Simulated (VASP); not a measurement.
# Ir4O in VASP: a series of runs

The runs below take Ir4O through single point, with PBE.

All numbers are computed with VASP 6.6.1; they aren't measurements. Logs are shortened: lines on timing, memory, paths and dates and some standing lists are left out, and cuts for length are marked.

## 1. The cell of the first run

The cell holds a slab with vacuum, 5 atoms: a = 2.737 Å, b = 3.870 Å, c = 19.460 Å, α = 90.00°, β = 90.00°, γ = 90.00°.

## 2. Single point, PBE

The input, INCAR:

```
PREC = Accurate ; ENCUT = 520
EDIFF = 1E-6 ; ISMEAR = 0
SIGMA = 0.1 ; LREAL = False
LASPH = True ; NELM = 120
ALGO = Normal ; ISIF = 2
LWAVE = False ; LCHARG = False
LDIPOL = True ; IDIPOL = 3
DIPOL = 0.5 0.5 0.346 ; GGA = PE
NBANDS = 45 ; GGA_COMPAT = False
NELMDL = -8
```

The input, KPOINTS:

```
Automatic mesh
0
Gamma
  10 7 1
```

The input, POSCAR:

```
Ir4O
1.0
    2.7367600872      0.0000000000      0.0000000000
    0.0000000000      3.8703632323      0.0000000000
    0.0000000000      0.0000000000     19.4599433740
Ir O
4 1
Direct
    0.5000000000      0.5000000000      0.2055504440
    0.0000000000      0.0000000000      0.2758682253
    0.5000000000      0.5000000000      0.3454282602
    0.0000000000      0.0000000000      0.4090424736
    0.0000000000      0.1250000000      0.4947789724
```

Potentials or basis: VASP PAW PBE potentials, release 64 (Ir_sv_GW, O).

Run with:

```console
$ cat potpaw_PBE.64/Ir_sv_GW/POTCAR potpaw_PBE.64/O/POTCAR > POTCAR
$ mpirun -np 1 vasp_std > vasp.out
```

OUTCAR:

```text
PREC = Accurate
   ENCUT = 520
   EDIFF = 1E-6
   ISMEAR = 0
   LREAL = False
   LASPH = True
   NELM = 120
   ISIF = 2
   GGA = PE
   NELMDL = -8

 ion  position               nearest neighbor table
   1  0.500  0.500  0.206-   3 2.72   2 2.74   2 2.74   2 2.74   2 2.74
   2  0.000  0.000  0.276-   4 2.59   3 2.73   3 2.73   3 2.73   3 2.73   1 2.74   1 2.74   1 2.74
                             1 2.74
   3  0.500  0.500  0.345-   4 2.67   4 2.67   4 2.67   4 2.67   1 2.72   2 2.73   2 2.73   2 2.73
                             2 2.73
   4  0.000  0.000  0.409-   5 1.74   2 2.59   3 2.67   3 2.67   3 2.67   3 2.67
   5  0.000  0.125  0.495-   4 1.74

  LATTYP: Found a simple orthorhombic cell.
 ALAT       =     2.7367600872
 B/A-ratio  =     1.4142135624
 C/A-ratio  =     7.1105770159

  Lattice vectors:

 A1 = (   2.7367600872,   0.0000000000,   0.0000000000)
 A2 = (   0.0000000000,   3.8703632323,   0.0000000000)
 A3 = (   0.0000000000,   0.0000000000,  19.4599433740)

Analysis of symmetry for initial positions (statically):
=====================================================================
 Subroutine PRICEL returns:
 Original cell was already a primitive cell.

 Routine SETGRP: Setting up the symmetry group for a
 simple orthorhombic supercell.

 Subroutine GETGRP returns: Found  2 space group operations
 (whereof  2 operations were pure point group operations)
 out of a pool of  8 trial point group operations.

The static configuration has the point symmetry C_1h.

Analysis of symmetry for dynamics (positions and initial velocities):
=====================================================================
 Subroutine PRICEL returns:
 Original cell was already a primitive cell.

 Routine SETGRP: Setting up the symmetry group for a
 simple orthorhombic supercell.

 Subroutine GETGRP returns: Found  2 space group operations
 (whereof  2 operations were pure point group operations)
 out of a pool of  8 trial point group operations.

The dynamic configuration has the point symmetry C_1h.

 Subroutine INISYM returns: Found  2 space group operations
 (whereof  2 operations are pure point group operations),
 and found     1 'primitive' translations

----------------------------------------------------------------------------------------

                                     Primitive cell

  volume of cell :     206.1247

  direct lattice vectors                    reciprocal lattice vectors
     2.736760087  0.000000000  0.000000000     0.365395566  0.000000000  0.000000000
     0.000000000  3.870363232  0.000000000     0.000000000  0.258373682  0.000000000
     0.000000000  0.000000000 19.459943374     0.000000000  0.000000000  0.051387611

  length of vectors
     2.736760087  3.870363232 19.459943374     0.365395566  0.258373682  0.051387611

  position of ions in fractional coordinates (direct lattice)
     0.500000000  0.500000000  0.205550444
     0.000000000  0.000000000  0.275868225
     0.500000000  0.500000000  0.345428260
     0.000000000  0.000000000  0.409042474
     0.000000000  0.125000000  0.494778972

  ion indices of the primitive-cell ions
   primitive index   ion index
                 1           1
                 2           2
                 3           3
                 4           4
                 5           5

----------------------------------------------------------------------------------------

 KPOINTS: Automatic mesh

Automatic generation of k-mesh.
 Grid dimensions read from file:
 generate k-points for:   10    7    1

 Generating k-lattice:

  Cartesian coordinates                     Fractional coordinates (reciprocal lattice)
     0.036539557  0.000000000  0.000000000     0.100000000  0.000000000  0.000000000
     0.000000000  0.036910526  0.000000000     0.000000000  0.142857143  0.000000000
     0.000000000  0.000000000  0.051387611     0.000000000  0.000000000  1.000000000

  Length of vectors
     0.036539557  0.036910526  0.051387611

  Shift w.r.t. Gamma in fractional coordinates (k-lattice)
     0.000000000  0.000000000  0.000000000

 Subroutine IBZKPT returns following result:
 ===========================================

 Found     24 irreducible k-points:

 Following reciprocal coordinates:
            Coordinates               Weight
  0.000000  0.000000  0.000000      1.000000
  0.100000  0.000000  0.000000      2.000000
  0.200000  0.000000  0.000000      2.000000
  0.300000  0.000000  0.000000      2.000000
  0.400000  0.000000  0.000000      2.000000
  0.500000  0.000000  0.000000      1.000000
[... 16 lines left out ...]
  0.400000  0.428571  0.000000      4.000000
  0.500000  0.428571  0.000000      2.000000
   k-points           NKPTS =     24   k-points in BZ     NKDIM =     24   number of bands    NBANDS=     45
   number of dos      NEDOS =    301   number of ions     NIONS =      5
   total plane-waves  NPLWV =  90000
   dimension x,y,z NGX =    20 NGY =   30 NGZ =  150
   dimension x,y,z NGXF=    40 NGYF=   60 NGZF=  300
   ions per type =               4   1
   NGX,Y,Z   is equivalent  to a cutoff of  12.15, 12.89, 12.81 a.u.
   NGXF,Y,Z  is equivalent  to a cutoff of  24.30, 25.77, 25.63 a.u.
 SYSTEM =  unknown system
   PREC   = accura    normal or accurate (medium, high low for compatibility)
   ISTART =      0    job   : 0-new  1-cont  2-samecut
   ICHARG =      2    charge: 1-file 2-atom 10-const
   ISPIN  =      1    spin polarized calculation?
   LNONCOLLINEAR =      F non collinear calculations
   LSORBIT =      F    spin-orbit coupling
   LASPH  =      T    aspherical Exc in radial PAW
   ENCUT  =  520.0 eV  38.22 Ry    6.18 a.u.   5.09  7.20 36.18*2*pi/ulx,y,z
   NELM   =    120;   NELMIN=  2; NELMDL= -8     # of ELM steps
   EDIFF  = 0.1E-05   stopping-criterion for ELM
   LREAL  =      F    real-space projection
   EDIFFG = 0.1E-04   stopping-criterion for IOM
   NSW    =      0    number of steps for IOM
   IBRION =     -1    ionic relax: 0-MD 1-quasi-New 2-CG
   NFREE  =      0    steps in history (QN), initial steepest desc. (CG)
   ISIF   =      2    stress and relaxation
   ISYM   =      2    0-nonsym 1-usesym 2-fastsym
   POTIM  = 0.5000    time-step for ionic-motion
   TEBEG  =    0.0;   TEEND  =   0.0 temperature during run
   PSTRESS=    0.0 pullay stress
   NELECT =      74.0000    total number of electrons
   NUPDOWN=      -1.0000    fix difference up-down
   EMIN   =  10.00;   EMAX   =-10.00  energy-range for DOS
   EFERMI =   0.00;   METHOD = LEGACY
   ISMEAR =     0;   SIGMA  =   0.10  broadening in eV -4-tet -1-fermi 0-gaus
   EFERMI_NEDOS =   21; number of points for ismear=-14 and -15
   IALGO  =     38    algorithm
   IMIX   =      4    mixing-type and parameters
     AMIX     =   0.40;   BMIX     =  1.00
     AMIX_MAG =   1.60;   BMIX_MAG =  1.00
  volume/ion in A,a.u.               =      41.22       278.20
  Fermi-wavevector in a.u.,A,eV,Ry     =   1.163524  2.198742 18.419410  1.353788
  Thomas-Fermi vector in A             =   2.300073
   LORBIT       =      0    0 simple, 1 ext, 2 COOP (PROOUT), +10 PAW based schemes
   GGA     = PE    functional components
   LHFCALC =     F    Hartree Fock is set to
   AEXX    =    0.0000 exact exchange contribution
   IVDW    =     0    specifies the selected vdW correction
   LEPSILON=     F    determine dielectric tensor
   LRPA    =     F    only Hartree local field effects (RPA)
 non-spin polarized calculation
 Gauss-broadening in eV      SIGMA  =   0.10
  energy-cutoff  :      520.00
  volume of cell :      206.12
 maximum number of plane-waves:      5602
   NGX = 11   NGY = 15   NGZ = 73

 dipolmoment           0.000000      0.000000     -1.542909 electrons x Angstroem

 number of electron      73.9999993 magnetization

 dipolmoment           0.000000      0.000000      0.126977 electrons x Angstroem

 Free energy of the ion-electron system (eV)
  ---------------------------------------------------
  ext. energy  EPLUGINS =         0.00000000
  ---------------------------------------------------
  free energy    TOTEN  =       -40.10135237 eV

  energy without entropy =      -40.06286003  energy(sigma->0) =      -40.08210620

 E-fermi :  -0.5622     XC(G=0):  -5.5108

 val. band max:       -0.5622802721   @ k =   0.0000   0.1429   0.0000
 cond. band min:      -0.5542997203   @ k =   0.1000   0.1429   0.0000
 fundamental gap:      0.0079805518
 Fermi energy:        -0.5621553762

 k-point     1 :       0.0000    0.0000    0.0000
  band No.  band energies     occupation
      1     -94.0776      2.00000
      2     -93.3705      2.00000
      3     -93.2597      2.00000
      4     -92.4431      2.00000
      5     -51.5127      2.00000
      6     -50.7338      2.00000
[... 37 lines left out ...]
     44       3.6223      0.00000
     45       4.6961      0.00000

 k-point     2 :       0.1000    0.0000    0.0000
  band No.  band energies     occupation
      1     -94.0756      2.00000
      2     -93.3682      2.00000
      3     -93.2581      2.00000
      4     -92.4411      2.00000
      5     -51.5098      2.00000
      6     -50.7209      2.00000
[... 37 lines left out ...]
     44       4.3878      0.00000
     45       4.9470      0.00000

 k-point     3 :       0.2000    0.0000    0.0000
  band No.  band energies     occupation
      1     -94.0708      2.00000
      2     -93.3628      2.00000
      3     -93.2541      2.00000
      4     -92.4365      2.00000
      5     -51.5030      2.00000
      6     -50.6865      2.00000
[... 997 lines left out ...]
     44       5.3498      0.00000
     45       6.9245      0.00000

 k-point    24 :       0.5000    0.4286    0.0000
  band No.  band energies     occupation
      1     -94.0580      2.00000
      2     -93.3482      2.00000
      3     -93.2436      2.00000
      4     -92.4241      2.00000
      5     -51.4757      2.00000
      6     -50.8657      2.00000
[... 37 lines left out ...]
     44       5.6080      0.00000
     45       6.1559      0.00000

------------------------ aborting loop because EDIFF is reached ----------------------------------------

 vacuum level on the upper side and lower side of the slab       (xc-potential included)         1.046        -1.232

  FORCE on cell =-STRESS in cart. coord.  units (eV):
  Direction    XX          YY          ZZ          XY          YZ          ZX
  --------------------------------------------------------------------------------------
  -------------------------------------------------------------------------------------
  Total       -4.9340678     -4.4621828      1.0927912      0.0000000     -0.3521659      0.0000000
  in kB      -38.3517924    -34.6838991      8.4941077      0.0000000     -2.7373346      0.0000000
  external PRESSURE =     -21.5138613 kB  Pullay stress =       0.0000000 kB

 VOLUME and BASIS-vectors are now :
 -----------------------------------------------------------------------------
  energy-cutoff  :      520.00
  volume of cell :      206.12
      direct lattice vectors                 reciprocal lattice vectors
     2.736760087  0.000000000  0.000000000     0.365395566  0.000000000  0.000000000
     0.000000000  3.870363232  0.000000000     0.000000000  0.258373682  0.000000000
     0.000000000  0.000000000 19.459943374     0.000000000  0.000000000  0.051387611

 POSITION                                       TOTAL-FORCE (eV/Angst)
 -----------------------------------------------------------------------------------
      1.36838      1.93518      4.00000         0.000000      0.039418      0.918435
      0.00000      0.00000      5.36838         0.000000     -0.368531     -1.974431
      1.36838      1.93518      6.72201         0.000000      0.638564     -0.202443
      0.00000      0.00000      7.95994         0.000000     -0.095932      1.027535
      0.00000      0.48380      9.62837         0.000000     -0.213519      0.230904
 -----------------------------------------------------------------------------------
    total drift:                                0.000000      0.000225     -0.000173

  FREE ENERGIE OF THE ION-ELECTRON SYSTEM (eV)
  ---------------------------------------------------
  free  energy   TOTEN  =       -40.1013523674 eV

  energy  without entropy=      -40.0628600269  energy(sigma->0) =      -40.08210620

 vacuum level on the upper side and lower side of the slab         6.557         4.316
```

Wall time 7.6 min (1 thread of AMD EPYC 9R45 (Zen 5), shared host); peak memory 0.37 GiB.

What came out:

* Free energy: -40.1014 eV
* Largest force: 2.009 eV/Å
* Band gap on the k mesh: zero (bands 37 and 38 overlap by 1.00 eV)

Forces in eV/Å, atoms in the order of the input:
```
Ir   0.000  0.039  0.918
Ir   0.000 -0.369 -1.974
Ir   0.000  0.639 -0.202
Ir   0.000 -0.096  1.028
O    0.000 -0.214  0.231
```

Levels at points of the mesh, in eV from the Fermi level:
```csv
k point,band 33,band 34,band 35,band 36,band 37,band 38,band 39,band 40,band 41,band 42
"(0.00, 0.00, 0.00)",-1.71,-1.62,-1.30,-0.93,-0.08,0.08,0.18,0.41,0.91,1.32
"(0.50, 0.00, 0.00)",-0.38,-0.03,0.04,0.51,0.62,1.08,1.10,1.89,2.82,3.04
```

Caveat: spin-orbit coupling is left out, which moves the levels of the heavy elements.

## 3. Single point, PBE

The input, INCAR:

```
SYSTEM = Ir4O
  ALGO = Normal
  DIPOL = 0.5 0.5 0.346
  EDIFF = 1E-6
  ENCUT = 520
  GGA = PE
  GGA_COMPAT = .False.
  IDIPOL = 3
  ISIF = 2
  ISMEAR = 0
  LASPH = .True.
  LCHARG = .False.
  LDIPOL = .True.
  LREAL = .False.
  LWAVE = .False.
  NBANDS = 45
  NELM = 120
  NELMDL = -8
  PREC = Accurate
  SIGMA = 0.1
```

The input, KPOINTS:

```
k-points
0
Gamma
  10 7 1
  0 0 0
```

Edit POSCAR of step 2 so:

```diff
@@ -12,2 +12,2 @@
     0.0000000000      0.0000000000      0.4090424736
-    0.0000000000      0.1250000000      0.4947789724
+    0.1666666667      0.0000000000      0.4953913988
```

Potentials or basis: VASP PAW PBE potentials, release 64 (Ir_sv_GW, O).

Run with:

```console
$ cat potpaw_PBE.64/Ir_sv_GW/POTCAR potpaw_PBE.64/O/POTCAR > POTCAR
$ mpirun -np 1 vasp_std > vasp.out
```

OUTCAR:

```text
SYSTEM = Ir4O
   EDIFF = 1E-6
   ENCUT = 520
   GGA = PE
   ISIF = 2
   ISMEAR = 0
   LASPH = .True.
   LREAL = .False.
   NELM = 120
   NELMDL = -8
   PREC = Accurate

 ion  position               nearest neighbor table
   1  0.500  0.500  0.206-   3 2.72   2 2.74   2 2.74   2 2.74   2 2.74
   2  0.000  0.000  0.276-   4 2.59   3 2.73   3 2.73   3 2.73   3 2.73   1 2.74   1 2.74   1 2.74
                             1 2.74
   3  0.500  0.500  0.345-   4 2.67   4 2.67   4 2.67   4 2.67   1 2.72   2 2.73   2 2.73   2 2.73
                             2 2.73
   4  0.000  0.000  0.409-   5 1.74   2 2.59   3 2.67   3 2.67   3 2.67   3 2.67
   5  0.167  0.000  0.495-   4 1.74

  LATTYP: Found a simple orthorhombic cell.
 ALAT       =     2.7367600872
 B/A-ratio  =     1.4142135624
 C/A-ratio  =     7.1105770159

  Lattice vectors:

 A1 = (   2.7367600872,   0.0000000000,   0.0000000000)
 A2 = (   0.0000000000,   3.8703632323,   0.0000000000)
 A3 = (   0.0000000000,   0.0000000000,  19.4599433740)

Analysis of symmetry for initial positions (statically):
[... 188 lines left out ...]

 k-point     1 :       0.0000    0.0000    0.0000
  band No.  band energies     occupation
      1     -94.1209      2.00000
      2     -93.3685      2.00000
      3     -93.1885      2.00000
      4     -92.3803      2.00000
      5     -51.5669      2.00000
      6     -50.7411      2.00000
[... 1141 lines left out ...]
     44       5.7204      0.00000
     45       6.2626      0.00000

------------------------ aborting loop because EDIFF is reached ----------------------------------------

 vacuum level on the upper side and lower side of the slab       (xc-potential included)         0.805        -1.162

  FORCE on cell =-STRESS in cart. coord.  units (eV):
  Direction    XX          YY          ZZ          XY          YZ          ZX
  --------------------------------------------------------------------------------------
  -------------------------------------------------------------------------------------
  Total       -4.1475989     -4.6068221      1.3453318      0.0000000      0.0000000     -0.7900696
  in kB      -32.2386846    -35.8081591     10.4570689      0.0000000      0.0000000     -6.1410966
  external PRESSURE =     -19.1965916 kB  Pullay stress =       0.0000000 kB

 VOLUME and BASIS-vectors are now :
 -----------------------------------------------------------------------------
  energy-cutoff  :      520.00
  volume of cell :      206.12
      direct lattice vectors                 reciprocal lattice vectors
     2.736760087  0.000000000  0.000000000     0.365395566  0.000000000  0.000000000
     0.000000000  3.870363232  0.000000000     0.000000000  0.258373682  0.000000000
     0.000000000  0.000000000 19.459943374     0.000000000  0.000000000  0.051387611

 POSITION                                       TOTAL-FORCE (eV/Angst)
 -----------------------------------------------------------------------------------
      1.36838      1.93518      4.00000        -0.021842      0.000000      0.852478
      0.00000      0.00000      5.36838        -0.136749      0.000000     -1.995816
      1.36838      1.93518      6.72201         0.137609      0.000000     -0.155200
      0.00000      0.00000      7.95994         0.649051      0.000000      1.074127
      0.45613      0.00000      9.64029        -0.628068      0.000000      0.224412
 -----------------------------------------------------------------------------------
    total drift:                               -0.000030      0.000000      0.000256

  FREE ENERGIE OF THE ION-ELECTRON SYSTEM (eV)
  ---------------------------------------------------
  free  energy   TOTEN  =       -39.9360106344 eV

  energy  without entropy=      -39.8969794766  energy(sigma->0) =      -39.91649506

 vacuum level on the upper side and lower side of the slab         6.400         4.379
```

stdout:

```text
POSCAR found type information on POSCAR IrO
 POSCAR found :  2 types and       5 ions
 scaLAPACK will be used
 LDA part: xc-table for (Slater+PW92), standard interpolation
 POSCAR, INCAR and KPOINTS ok, starting setup
 FFT: planning ... GRIDC
 FFT: planning ... GRID_SOFT
 FFT: planning ... GRID
 WAVECAR not read
 entering main loop
```

Wall time 6.3 min (1 thread of AMD EPYC 9R45 (Zen 5), shared host); peak memory 0.37 GiB.

Results:

```
Free energy            : -39.9360 eV
Largest force          : 2.000 eV/Å
Band gap on the k mesh : zero (bands 37 and 38 overlap by 1.01 eV)
```

Forces on the atoms (eV/Å):
```
Ir  -0.022  0.000  0.852
Ir  -0.137  0.000 -1.996
Ir   0.138  0.000 -0.155
Ir   0.649  0.000  1.074
O   -0.628  0.000  0.224
```

Caveat: spin-orbit coupling is left out, which moves the levels of the heavy elements.

[end of part 1 of 2]
